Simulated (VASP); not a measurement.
# Fe (Fm-3m) in VASP: a series of runs

Runs on Fe. Level: PBE. Tasks: single point.

Everything below comes from runs of VASP 6.6.1. Logs are shortened: lines on timing, memory, paths and dates and some standing lists are left out, and cuts for length are marked.

## (1) The cell of the first run

The structure is cubic, space group Fm-3m (No. 225). Conventional cell: a = 3.652 Å, b = 3.652 Å, c = 3.652 Å, α = 90.00°, β = 90.00°, γ = 90.00°. Within 3.4 Å of Fe (site symmetry m-3m) lie 12 Fe at 2.58 Å.

## (2) Single point, PBE, collinear spin, zero start

Input file INCAR:

```
SYSTEM = Fe
PREC     = Accurate       ! precision mode
ENCUT    = 520            ! plane-wave cutoff, eV
EDIFF    = 1E-6           ! SCF threshold, eV
ISMEAR   = -1             ! smearing method
SIGMA    = 0.1            ! smearing width, eV
LREAL    = .FALSE.        ! projectors in reciprocal space
LASPH    = .TRUE.         ! aspherical terms in the spheres
NELM     = 150            ! most SCF steps
ALGO     = Normal         ! electronic algorithm
ISIF     = 2              ! what is computed and relaxed
LWAVE    = .FALSE.        ! write WAVECAR
LCHARG   = .TRUE.         ! write CHGCAR
ISPIN    = 2              ! spin polarisation
MAGMOM   = 0              ! initial moments
LORBIT   = 11             ! projections on sites
NUPDOWN  = 0.0            ! fixed moment
LMAXMIX  = 4              ! l up to which the mixer works
GGA      = PE             ! functional
LELF     = .TRUE.         ! ELF
LVHAR    = .TRUE.       
NBANDS   = 14             ! bands
```

Input file KPOINTS:

```
Automatic mesh
0
G
  12 12 12
  0 0 0
```

Input file POSCAR:

```
Fe
1.0
    0.0000000000      1.8260000000      1.8260000000
    1.8260000000      0.0000000000      1.8260000000
    1.8260000000      1.8260000000      0.0000000000
Fe
1
Direct
    0.0000000000      0.0000000000      0.0000000000
```

Potentials or basis: VASP PAW PBE potentials, release 64 (Fe).

The run is started by

```console
$ cat potpaw_PBE.64/Fe/POTCAR > POTCAR
$ mpirun -np 1 vasp_std > vasp.out
```

OUTCAR:

```text
SYSTEM = Fe
   PREC = Accurate
   ENCUT = 520
   EDIFF = 1E-6
   ISMEAR = -1
   LREAL = .FALSE.
   LASPH = .TRUE.
   NELM = 150
   ISIF = 2
   ISPIN = 2
   LORBIT = 11
   NUPDOWN = 0.0
   GGA = PE

 ion  position               nearest neighbor table
   1  0.000  0.000  0.000-

  LATTYP: Found a face centered cubic cell.
 ALAT       =     3.6520000000

  Lattice vectors:

 A1 = (   0.0000000000,   1.8260000000,   1.8260000000)
 A2 = (   1.8260000000,   0.0000000000,   1.8260000000)
 A3 = (   1.8260000000,   1.8260000000,   0.0000000000)

Analysis of symmetry for initial positions (statically):
=====================================================================
 Subroutine PRICEL returns:
 Original cell was already a primitive cell.

 Routine SETGRP: Setting up the symmetry group for a
 face centered cubic supercell.

 Subroutine GETGRP returns: Found 48 space group operations
 (whereof 48 operations were pure point group operations)
 out of a pool of 48 trial point group operations.

The static configuration has the point symmetry O_h .

Analysis of symmetry for dynamics (positions and initial velocities):
=====================================================================
 Subroutine PRICEL returns:
 Original cell was already a primitive cell.

 Routine SETGRP: Setting up the symmetry group for a
 face centered cubic supercell.

 Subroutine GETGRP returns: Found 48 space group operations
 (whereof 48 operations were pure point group operations)
 out of a pool of 48 trial point group operations.

The dynamic configuration has the point symmetry O_h .

Analysis of structural, dynamic, and magnetic symmetry:
=====================================================================
 Subroutine PRICEL returns:
 Original cell was already a primitive cell.

 Routine SETGRP: Setting up the symmetry group for a
 face centered cubic supercell.

 Subroutine GETGRP returns: Found 48 space group operations
 (whereof 48 operations were pure point group operations)
 out of a pool of 48 trial point group operations.

The overall configuration has the point symmetry O_h .

 Subroutine INISYM returns: Found 48 space group operations
 (whereof 48 operations are pure point group operations),
 and found     1 'primitive' translations

----------------------------------------------------------------------------------------

                                     Primitive cell

  volume of cell :      12.1768

  direct lattice vectors                    reciprocal lattice vectors
     0.000000000  1.826000000  1.826000000    -0.273822563  0.273822563  0.273822563
[... 119 lines left out ...]
   NGX =  9   NGY =  9   NGZ =  9

 number of electron       8.0000006 magnetization      -0.0000000

 number of electron       8.0000006 magnetization       0.0000000

 Free energy of the ion-electron system (eV)
  ---------------------------------------------------
  ext. energy  EPLUGINS =         0.00000000
  ---------------------------------------------------
  free energy    TOTEN  =        -7.87746754 eV

  energy without entropy =       -7.80689792  energy(sigma->0) =       -7.84218273

 E-fermi :   5.0181     XC(G=0): -12.7799

 val. band max:        4.9977037933   @ k =   0.0833   0.0833   0.0000
 cond. band min:       5.0304497891   @ k =  -0.4167   0.3333   0.0000
 fundamental gap:      0.0327459958
 Fermi energy:         5.0180780040

 spin component 1

 k-point     1 :       0.0000    0.0000    0.0000
  band No.  band energies     occupation
      1      -2.8446      1.00000
      2       3.7501      1.00000
      3       3.7501      1.00000
      4       3.7501      1.00000
      5       4.9461      0.67266
      6       4.9461      0.67266
      7      26.8710      0.00000
      8      31.1519      0.00000
      9      31.1519      0.00000
     10      31.1519      0.00000
     11      33.9415      0.00000
     12      33.9415      0.00000
     13      33.9415      0.00000
     14      36.1375      0.00000
[... 379 lines left out ...]
      3       3.8233      0.99999
      4       4.0929      0.99990
      5       5.6247      0.00231
      6       8.1159      0.00000
      7      12.1203      0.00000
      8      21.3821      0.00000
      9      25.8937      0.00000
     10      26.6655      0.00000
     11      35.1511      0.00000
     12      35.4044      0.00000
     13      42.2923      0.00000
     14      44.7880      0.00000

 [... further k-points ...]

 spin component 2

 k-point     1 :       0.0000    0.0000    0.0000
  band No.  band energies     occupation
      1      -2.8446      1.00000
      2       3.7501      1.00000
      3       3.7501      1.00000
      4       3.7501      1.00000
      5       4.9461      0.67266
      6       4.9461      0.67266
      7      26.8710      0.00000
      8      31.1518      0.00000
      9      31.1518      0.00000
     10      31.1518      0.00000
     11      33.9415      0.00000
     12      33.9415      0.00000
     13      33.9415      0.00000
     14      36.1375      0.00000
[... 379 lines left out ...]
      3       3.8233      0.99999
      4       4.0929      0.99990
      5       5.6247      0.00231
      6       8.1159      0.00000
      7      12.1203      0.00000
      8      21.3821      0.00000
      9      25.8936      0.00000
     10      26.6655      0.00000
     11      35.1511      0.00000
     12      35.4044      0.00000
     13      42.2923      0.00000
     14      44.7880      0.00000

 [... further k-points ...]
[... 5 lines left out ...]
  --------------------------------------------------------------------------------------
  -------------------------------------------------------------------------------------
  Total       -2.4561128     -2.4561128     -2.4561128     -0.0000000      0.0000000      0.0000000
  in kB     -323.1666799   -323.1666799   -323.1666799     -0.0000000      0.0000000      0.0000000
  external PRESSURE =    -323.1666799 kB  Pullay stress =       0.0000000 kB

 VOLUME and BASIS-vectors are now :
 -----------------------------------------------------------------------------
  energy-cutoff  :      520.00
  volume of cell :       12.18
      direct lattice vectors                 reciprocal lattice vectors
     0.000000000  1.826000000  1.826000000    -0.273822563  0.273822563  0.273822563
     1.826000000  0.000000000  1.826000000     0.273822563 -0.273822563  0.273822563
     1.826000000  1.826000000  0.000000000     0.273822563  0.273822563 -0.273822563

 POSITION                                       TOTAL-FORCE (eV/Angst)
 -----------------------------------------------------------------------------------
      0.00000      0.00000      0.00000         0.000000      0.000000     -0.000000
 -----------------------------------------------------------------------------------
    total drift:                                0.000000      0.000000      0.000000

  FREE ENERGIE OF THE ION-ELECTRON SYSTEM (eV)
  ---------------------------------------------------
  free  energy   TOTEN  =        -7.8774675388 eV

  energy  without entropy=       -7.8068979198  energy(sigma->0) =       -7.84218273

 total charge

# of ion       s       p       d       tot
------------------------------------------
    1        0.457   0.472   6.196   7.125

 magnetization (x)

# of ion       s       p       d       tot
------------------------------------------
    1       -0.000  -0.000   0.000   0.000
```

stdout:

```text
POSCAR found type information on POSCAR Fe
 POSCAR found :  1 types and       1 ions
 scaLAPACK will be used
 LDA part: xc-table for (Slater+PW92), standard interpolation
 POSCAR, INCAR and KPOINTS ok, starting setup
 FFT: planning ... GRIDC
 FFT: planning ... GRID_SOFT
 FFT: planning ... GRID
 WAVECAR not read
 entering main loop
```

Run time: 9.9 s. Hardware: 1 thread of Intel Xeon 6975P-C (Granite Rapids), shared host; peak memory 0.14 GiB.

Results:

```
Free energy                                           : -7.8775 eV
Pressure                                              : -32.3 GPa
Net moment                                            : 0.00 μB per cell
Valence electrons inside the program's atomic spheres : Fe 7.12
```

Caveat: the total moment is fixed, so each spin has its own Fermi level.

## (3) Single point, PBE, collinear spin, ferromagnetic start

Input file INCAR:

```
PREC = Accurate
ENCUT = 520
EDIFF = 1E-6
ISMEAR = -1
SIGMA = 0.1
LREAL = F
LASPH = T
NELM = 150
ALGO = Normal
ISIF = 2
LWAVE = F
LCHARG = F
ISPIN = 2
MAGMOM = 4
LORBIT = 11
LMAXMIX = 4
GGA = PE
NBANDS = 14
```

Input file KPOINTS:

```
Automatic mesh
0
Gamma
  12 12 12
```

POSCAR is that of step 2.

Potentials or basis: VASP PAW PBE potentials, release 64 (Fe).

The run is started by

```console
$ cat potpaw_PBE.64/Fe/POTCAR > POTCAR
$ mpirun -np 1 vasp_std > vasp.out
```

Wall time 12 s (1 thread of Intel Xeon 6975P-C (Granite Rapids), shared host); peak memory 0.14 GiB.

It converged, with:

- Free energy: -8.1016 eV
- Pressure: -2.5 GPa
- Net moment: 2.57 μB per cell
- Site moments: Fe +2.57 μB
- Valence electrons inside the program's atomic spheres: Fe 7.13

Levels at points of the mesh, in eV from the Fermi level:
Spin up:
```
           k point  band 3  band 4  band 5  band 6  band 7  band 8
(0.00, 0.00, 0.00)   -2.42   -2.42   -1.47   -1.47   21.66   25.61
(0.50, 0.00, 0.00)   -2.58   -0.56   -0.56   -0.15    5.88   20.30
(0.50, 0.50, 0.00)   -0.71   -0.28   -0.28    2.44    9.08   13.91
```
Spin down:
```
           k point  band 1  band 2  band 3  band 4  band 5  band 6
(0.00, 0.00, 0.00)   -8.07   -0.08   -0.08   -0.08    1.50    1.50
(0.50, 0.00, 0.00)   -3.41   -0.05   -0.05   -0.02    2.27    2.27
(0.50, 0.50, 0.00)   -3.13   -2.39    2.39    2.40    2.40    2.67
```

## (4) Single point, PBE, collinear spin, ferromagnetic start

Input file INCAR:

```
ALGO = Normal
EDIFF = 1E-6
ENCUT = 520
GGA = PE
ISIF = 2
ISMEAR = -1
ISPIN = 2
LASPH = True
LCHARG = False
LMAXMIX = 4
LORBIT = 11
LREAL = False
LWAVE = False
MAGMOM = 1.13
NBANDS = 14
NELM = 150
NUPDOWN = 1.13
PREC = Accurate
SIGMA = 0.1
```

Input file KPOINTS:

```
k-points
0
Gamma
  12 12 12
```

POSCAR is that of step 3.

Potentials or basis: VASP PAW PBE potentials, release 64 (Fe).

The run is started by

```console
$ cat potpaw_PBE.64/Fe/POTCAR > POTCAR
$ mpirun -np 1 vasp_std > vasp.out
```

OUTCAR:

```text
EDIFF = 1E-6
   ENCUT = 520
   GGA = PE
   ISIF = 2
   ISMEAR = -1
   ISPIN = 2
   LASPH = True
   LORBIT = 11
   LREAL = False
   NELM = 150
   NUPDOWN = 1.13
   PREC = Accurate

 ion  position               nearest neighbor table
   1  0.000  0.000  0.000-

  LATTYP: Found a face centered cubic cell.
 ALAT       =     3.6520000000

  Lattice vectors:

 A1 = (   0.0000000000,   1.8260000000,   1.8260000000)
 A2 = (   1.8260000000,   0.0000000000,   1.8260000000)
 A3 = (   1.8260000000,   1.8260000000,   0.0000000000)

Analysis of symmetry for initial positions (statically):
=====================================================================
 Subroutine PRICEL returns:
 Original cell was already a primitive cell.

 Routine SETGRP: Setting up the symmetry group for a
 face centered cubic supercell.

 Subroutine GETGRP returns: Found 48 space group operations
 (whereof 48 operations were pure point group operations)
 out of a pool of 48 trial point group operations.

The static configuration has the point symmetry O_h .

Analysis of symmetry for dynamics (positions and initial velocities):
=====================================================================
 Subroutine PRICEL returns:
 Original cell was already a primitive cell.

 Routine SETGRP: Setting up the symmetry group for a
 face centered cubic supercell.

 Subroutine GETGRP returns: Found 48 space group operations
 (whereof 48 operations were pure point group operations)
 out of a pool of 48 trial point group operations.

The dynamic configuration has the point symmetry O_h .

Analysis of structural, dynamic, and magnetic symmetry:
=====================================================================
 Subroutine PRICEL returns:
 Original cell was already a primitive cell.

 Routine SETGRP: Setting up the symmetry group for a
 face centered cubic supercell.

 Subroutine GETGRP returns: Found 48 space group operations
 (whereof 48 operations were pure point group operations)
 out of a pool of 48 trial point group operations.

The overall configuration has the point symmetry O_h .

[... 151 lines left out ...]

 k-point     1 :       0.0000    0.0000    0.0000
  band No.  band energies     occupation
      1      -2.8723      1.00000
      2       3.4434      1.00000
      3       3.4434      1.00000
      4       3.4434      1.00000
      5       4.1872      0.99974
      6       4.1872      0.99974
      7      26.9908      0.00000
      8      31.0279      0.00000
      9      31.0279      0.00000
     10      31.0279      0.00000
     11      33.8834      0.00000
     12      33.8834      0.00000
     13      33.8834      0.00000
     14      36.3261      0.00000
[... 379 lines left out ...]
      3       3.4916      1.00000
      4       3.5984      1.00000
      5       5.1627      0.18042
      6       7.8444      0.00000
      7      11.9234      0.00000
      8      21.2773      0.00000
      9      25.7556      0.00000
     10      26.6494      0.00000
     11      35.0579      0.00000
     12      35.3608      0.00000
     13      42.1945      0.00000
     14      44.6922      0.00000

 [... further k-points ...]

 spin component 2

 k-point     1 :       0.0000    0.0000    0.0000
  band No.  band energies     occupation
      1      -2.8014      1.00000
      2       4.2208      0.99995
      3       4.2209      0.99995
      4       4.2209      0.99995
      5       5.9416      0.00073
      6       5.9416      0.00073
      7      26.7574      0.00000
      8      31.3009      0.00000
      9      31.3009      0.00000
     10      31.3009      0.00000
     11      34.0650      0.00000
     12      34.0650      0.00000
     13      34.0650      0.00000
     14      35.8987      0.00000
[... 379 lines left out ...]
      3       4.1660      0.99997
      4       4.8376      0.97858
      5       6.3498      0.00001
      6       8.5622      0.00000
      7      12.4344      0.00000
      8      21.5417      0.00000
      9      26.0862      0.00000
     10      26.7028      0.00000
     11      35.2862      0.00000
     12      35.4810      0.00000
     13      42.4397      0.00000
     14      44.9140      0.00000

 [... further k-points ...]
[... 5 lines left out ...]
  --------------------------------------------------------------------------------------
  -------------------------------------------------------------------------------------
  Total       -1.9484230     -1.9484230     -1.9484230      0.0000000     -0.0000000      0.0000000
  in kB     -256.3666439   -256.3666439   -256.3666439      0.0000000     -0.0000000      0.0000000
  external PRESSURE =    -256.3666439 kB  Pullay stress =       0.0000000 kB

 VOLUME and BASIS-vectors are now :
 -----------------------------------------------------------------------------
  energy-cutoff  :      520.00
  volume of cell :       12.18
      direct lattice vectors                 reciprocal lattice vectors
     0.000000000  1.826000000  1.826000000    -0.273822563  0.273822563  0.273822563
     1.826000000  0.000000000  1.826000000     0.273822563 -0.273822563  0.273822563
     1.826000000  1.826000000  0.000000000     0.273822563  0.273822563 -0.273822563

 POSITION                                       TOTAL-FORCE (eV/Angst)
 -----------------------------------------------------------------------------------
      0.00000      0.00000      0.00000         0.000000      0.000000      0.000000
 -----------------------------------------------------------------------------------
    total drift:                                0.000000      0.000000      0.000000

  FREE ENERGIE OF THE ION-ELECTRON SYSTEM (eV)
  ---------------------------------------------------
  free  energy   TOTEN  =        -7.9756171736 eV

  energy  without entropy=       -7.9135477277  energy(sigma->0) =       -7.94458245

 total charge

# of ion       s       p       d       tot
------------------------------------------
    1        0.458   0.477   6.192   7.127

 magnetization (x)

# of ion       s       p       d       tot
------------------------------------------
    1       -0.007  -0.027   1.169   1.135
```

OSZICAR:

```text
N       E                     dE             d eps       ncg     rms          rms(c)
DAV:   1     0.213220288257E+02    0.21322E+02   -0.37964E+03  4430   0.668E+02
DAV:   2    -0.854824581709E+01   -0.29870E+02   -0.27825E+02  4374   0.127E+02
DAV:   3    -0.943157527580E+01   -0.88333E+00   -0.87769E+00  4898   0.228E+01
DAV:   4    -0.943440645248E+01   -0.28312E-02   -0.28309E-02  4740   0.117E+00
DAV:   5    -0.943442089629E+01   -0.14444E-04   -0.14443E-04  4944   0.852E-02    0.107E+01
DAV:   6    -0.820508334627E+01    0.12293E+01   -0.15337E+01  5004   0.432E+01    0.498E+00
DAV:   7    -0.799069344133E+01    0.21439E+00   -0.15553E+00  4908   0.130E+01    0.208E+00
DAV:   8    -0.798227383818E+01    0.84196E-02   -0.11515E-02  4972   0.734E-01    0.662E-01
DAV:   9    -0.797669142703E+01    0.55824E-02   -0.52287E-03  5812   0.444E-01    0.239E-01
DAV:  10    -0.797560891838E+01    0.10825E-02   -0.77664E-04  4854   0.146E-01    0.548E-02
DAV:  11    -0.797561687257E+01   -0.79542E-05   -0.32708E-05  4812   0.483E-02    0.329E-02
DAV:  12    -0.797561717362E+01   -0.30105E-06   -0.13024E-06  4520   0.122E-02
   1 F= -.79756172E+01 E0= -.79445825E+01  d E =-.620694E-01  mag=     1.1300
```

stdout:

```text
POSCAR found type information on POSCAR Fe
 POSCAR found :  1 types and       1 ions
 scaLAPACK will be used
 LDA part: xc-table for (Slater+PW92), standard interpolation
 POSCAR, INCAR and KPOINTS ok, starting setup
 FFT: planning ... GRIDC
 FFT: planning ... GRID_SOFT
 FFT: planning ... GRID
 WAVECAR not read
 entering main loop
```

Wall time 10 s (1 thread of Intel Xeon 6975P-C (Granite Rapids), shared host); peak memory 0.14 GiB.

What came out:

```yaml
Free_energy: -7.9756 eV
Pressure: -25.6 GPa
Net_moment: 1.13 μB per cell
Site_moments: Fe +1.14 μB
Valence_electrons_inside_the_program's_atomic_spheres: Fe 7.13
```

Caveat: the total moment is fixed, so each spin has its own Fermi level.

## (5) Single point, PBE, collinear spin, ferromagnetic start

Input file INCAR:

```
SYSTEM = Fe
PREC = Accurate
ENCUT = 520
EDIFF = 1E-6
ISMEAR = -1
SIGMA = 0.1
LREAL = .FALSE.
LASPH = .TRUE.
NELM = 150
ALGO = Normal
ISIF = 2
LWAVE = .FALSE.
LCHARG = .TRUE.
ISPIN = 2
MAGMOM = 2.26
LORBIT = 11
NUPDOWN = 2.26
LMAXMIX = 4
GGA = PE
LELF = .TRUE.
LVHAR = .TRUE.
NBANDS = 14
```

Input file KPOINTS:

```
regular mesh
0
G
  12 12 12
  0 0 0
```

POSCAR is that of step 4.

The run is started by

```console
$ cat potpaw_PBE.64/Fe/POTCAR > POTCAR
$ mpirun -np 1 vasp_std > vasp.out
```

It took 11 s on 1 thread of Intel Xeon 6975P-C (Granite Rapids), shared host; peak memory 0.14 GiB.

Results (log left out):

```yaml
Free_energy: -8.0806 eV
Pressure: -8.9 GPa
Net_moment: 2.26 μB per cell
Site_moments: Fe +2.27 μB
Valence_electrons_inside_the_program's_atomic_spheres: Fe 7.13
```

Caveat: the total moment is fixed, so each spin has its own Fermi level.

## (6) Summary

```tsv
spin	fixed moment (μB)	pressure (GPa)	moment (μB)
collinear, zero start	0.0	-32.3	0.00
collinear, ferromagnetic start	-	-2.5	2.57
collinear, ferromagnetic start	1.13	-25.6	1.13
collinear, ferromagnetic start	2.26	-8.9	2.26
```

Alike in all rows: task single point; level PBE; potentials or basis VASP PAW PBE potentials, release 64 (Fe); cell as given; k mesh 12 × 12 × 12; cutoff (eV) 520; smearing fermi-dirac 0.1 eV.

Caveats: the total moment is fixed, so each spin has its own Fermi level (some runs).

Absolute energies hang on the potentials; compare differences alone.
